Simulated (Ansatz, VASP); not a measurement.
**H4NF in VASP and in Ansatz**

```
H N F
1.0
     4.36909    0.00000    0.00000
    -2.18455    3.78375    0.00000
     0.00000    0.00000    7.06779
H N F
8 2 2
Direct
  0.33333 0.66667 0.22735
  0.66667 0.33333 0.72735
  0.46294 0.53706 0.42322
  0.92588 0.46294 0.92322
  0.46294 0.92588 0.42322
  0.53706 0.46294 0.92322
  0.07412 0.53706 0.42322
  0.53706 0.07412 0.92322
  0.33333 0.66667 0.37445
  0.66667 0.33333 0.87445
  0.33333 0.66667 0.99705
  0.66667 0.33333 0.49705
```

Alike in both runs: functional r2SCAN; k mesh 6 × 6 × 4; occupations fermi-dirac, width 0.02 eV; no spin polarisation.

Ansatz relaxed the structure, and its values are those at the end. VASP's run is a single point on that final structure, the one shown.

```csv
,VASP,Ansatz
version,VASP 6.6.1,Ansatz 0.2.0
potentials or method,"VASP PAW PBE potentials, release 64 (H, N, F), cutoff 520 eV",PAW plane waves
valence electrons in the cell,32,32
```

|  | VASP | Ansatz | Ansatz less VASP |
| --- | --- | --- | --- |
| gap on the k mesh at the Fermi level (eV) | 6.67 | 6.67 | -0.001 |
| pressure (GPa) | 1.2 | 1.4 | +0.22 |
| rms of the force components (eV/Å) | 0.026 | 0.003 | -0.0225 |

VASP's potentials were made for PBE, not for r2SCAN. Ansatz's warnings: stress scf threshold loose, xc potential rough in thin density.
